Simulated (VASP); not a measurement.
# BaRhO3 (Pm-3m) in VASP: further runs, part 2 of 2

VASP 6.6.1. Earlier steps stand in the parts before.

### Step 4. Single point, LDA

This run uses another cell than the first one, of 13.87 Å³/atom.

INCAR

```
SYSTEM = BaRhO3
ALGO     = Normal         ! electronic algorithm
EDIFF    = 1E-6           ! SCF threshold, eV
ENCUT    = 700            ! plane-wave cutoff, eV
GGA_COMPAT= .False.      
ISIF     = 2              ! what is computed and relaxed
ISMEAR   = 0              ! smearing method
LASPH    = .True.         ! aspherical terms in the spheres
LCHARG   = .True.         ! write CHGCAR
LELF     = .True.         ! ELF
LREAL    = .False.        ! projectors in reciprocal space
LVHAR    = .True.       
LWAVE    = .False.        ! write WAVECAR
NBANDS   = 30             ! bands
NELM     = 120            ! most SCF steps
PREC     = Accurate       ! precision mode
SIGMA    = 0.1            ! smearing width, eV
```

KPOINTS

```
k-points
0
Gamma
  6 6 6
  0 0 0
```

POSCAR

```
BaRhO3
1.0
    4.1080579405      0.0000000000      0.0000000000
    0.0000000000      4.1080579405      0.0000000000
    0.0000000000      0.0000000000      4.1080579405
Ba Rh O
1 1 3
Direct
    0.0000000000      0.0000000000      0.0000000000
    0.5000000000      0.5000000000      0.5000000000
    0.5000000000      0.0000000000      0.5000000000
    0.0000000000      0.5000000000      0.5000000000
    0.5000000000      0.5000000000      0.0000000000
```

Potentials or basis: VASP PAW LDA potentials, release 64 (Ba_sv, Rh_sv_GW, O).

Launch:

```sh
$ cat potpaw_LDA.64/Ba_sv/POTCAR potpaw_LDA.64/Rh_sv_GW/POTCAR potpaw_LDA.64/O/POTCAR > POTCAR
$ mpirun -np 1 vasp_std > vasp.out
```

OUTCAR:

```text
SYSTEM = BaRhO3
   EDIFF = 1E-6
   ENCUT = 700
   ISIF = 2
   ISMEAR = 0
   LASPH = .True.
   LREAL = .False.
   NELM = 120
   PREC = Accurate

 ion  position               nearest neighbor table
   1  0.000  0.000  0.000-   3 2.90   4 2.90   5 2.90   3 2.90   4 2.90   4 2.90   5 2.90   4 2.90
                             3 2.90   5 2.90   3 2.90   5 2.90   2 3.56   2 3.56   2 3.56   2 3.56
   2  0.500  0.500  0.500-   3 2.05   4 2.05   5 2.05   5 2.05   3 2.05   4 2.05   1 3.56   1 3.56
                             1 3.56   1 3.56   1 3.56   1 3.56   1 3.56   1 3.56
   3  0.500  0.000  0.500-   2 2.05   2 2.05   1 2.90   1 2.90   1 2.90   1 2.90
   4  0.000  0.500  0.500-   2 2.05   2 2.05   1 2.90   1 2.90   1 2.90   1 2.90
   5  0.500  0.500  0.000-   2 2.05   2 2.05   1 2.90   1 2.90   1 2.90   1 2.90

  LATTYP: Found a simple cubic cell.
 ALAT       =     4.1080579405

  Lattice vectors:

 A1 = (   4.1080579405,   0.0000000000,   0.0000000000)
 A2 = (   0.0000000000,   4.1080579405,   0.0000000000)
 A3 = (   0.0000000000,   0.0000000000,   4.1080579405)

Analysis of symmetry for initial positions (statically):
=====================================================================
[... 177 lines left out ...]
 cond. band min:       3.7902753400   @ k =   0.5000   0.3333   0.1667
 fundamental gap:      0.0154764952
 Fermi energy:         3.7882680046

 k-point     1 :       0.0000    0.0000    0.0000
  band No.  band energies     occupation
      1     -75.2817      2.00000
      2     -43.3580      2.00000
      3     -43.3580      2.00000
      4     -43.3580      2.00000
      5     -21.8685      2.00000
      6     -13.8887      2.00000
[... 649 lines left out ...]
     29      12.7624      0.00000
     30      12.7624      0.00000

------------------------ aborting loop because EDIFF is reached ----------------------------------------

  FORCE on cell =-STRESS in cart. coord.  units (eV):
  Direction    XX          YY          ZZ          XY          YZ          ZX
  --------------------------------------------------------------------------------------
  -------------------------------------------------------------------------------------
  Total       -6.6210608     -6.6210608     -6.6210608      0.0000000      0.0000000     -0.0000000
  in kB     -153.0130515   -153.0130515   -153.0130515      0.0000000      0.0000000     -0.0000000
  external PRESSURE =    -153.0130515 kB  Pullay stress =       0.0000000 kB

 VOLUME and BASIS-vectors are now :
 -----------------------------------------------------------------------------
  energy-cutoff  :      700.00
  volume of cell :       69.33
      direct lattice vectors                 reciprocal lattice vectors
     4.108057941  0.000000000  0.000000000     0.243424025  0.000000000  0.000000000
     0.000000000  4.108057941  0.000000000     0.000000000  0.243424025  0.000000000
     0.000000000  0.000000000  4.108057941     0.000000000  0.000000000  0.243424025

 POSITION                                       TOTAL-FORCE (eV/Angst)
 -----------------------------------------------------------------------------------
      0.00000      0.00000      0.00000         0.000000      0.000000      0.000000
      2.05403      2.05403      2.05403         0.000000      0.000000      0.000000
      2.05403      0.00000      2.05403         0.000000      0.000000      0.000000
      0.00000      2.05403      2.05403         0.000000      0.000000      0.000000
      2.05403      2.05403      0.00000         0.000000      0.000000      0.000000
 -----------------------------------------------------------------------------------
    total drift:                                0.000000      0.000000      0.000000

  FREE ENERGIE OF THE ION-ELECTRON SYSTEM (eV)
  ---------------------------------------------------
  free  energy   TOTEN  =       -35.1815082421 eV

  energy  without entropy=      -35.1402732993  energy(sigma->0) =      -35.16089077
```

stdout:

```text
POSCAR found type information on POSCAR BaRhO
 POSCAR found :  3 types and       5 ions
 scaLAPACK will be used
 LDA part: xc-table for (Slater(with rela. corr.)+CA(PZ))
 , standard interpolation
 POSCAR, INCAR and KPOINTS ok, starting setup
 FFT: planning ... GRIDC
 FFT: planning ... GRID_SOFT
 FFT: planning ... GRID
 WAVECAR not read
 entering main loop
```

It took 70 s on 1 thread of Intel Xeon Platinum 8259CL at 2.50GHz (Skylake/Cascade Lake), shared host; peak memory 0.23 GiB.

Results:

* Free energy: -35.1815 eV
* Pressure: -15.3 GPa
* Band gap on the k mesh: zero (an odd number of electrons rules out a gap without spin polarisation)

Caveat: the cell stands under tension; spin-orbit coupling is left out, which moves the levels of the heavy elements; an odd number of electrons without spin polarisation forces a metal; a magnetic or distorted state may lie lower.

### Step 5. The runs side by side

| cell | gap on the mesh (eV) | pressure (GPa) |
| --- | --- | --- |
| a = 4.067 Å, 5 atoms | none | -11.9 |
| a = 4.148 Å, 5 atoms | none | -18.1 |
| a = 4.108 Å, 5 atoms | none | -15.3 |

Alike in all rows: task single point; level LDA; potentials or basis VASP PAW LDA potentials, release 64 (Ba_sv, Rh_sv_GW, O); no spin polarisation; k mesh 6 × 6 × 6; cutoff (eV) 700; smearing gaussian 0.1 eV.

Caveats: the cell stands under tension; spin-orbit coupling is left out, which moves the levels of the heavy elements; an odd number of electrons without spin polarisation forces a metal; a magnetic or distorted state may lie lower.

Total energies depend on the potentials used, so only differences within one code and one set of settings carry meaning.

The gap in the log of VASP goes by the Fermi energy; the results here count the filled bands.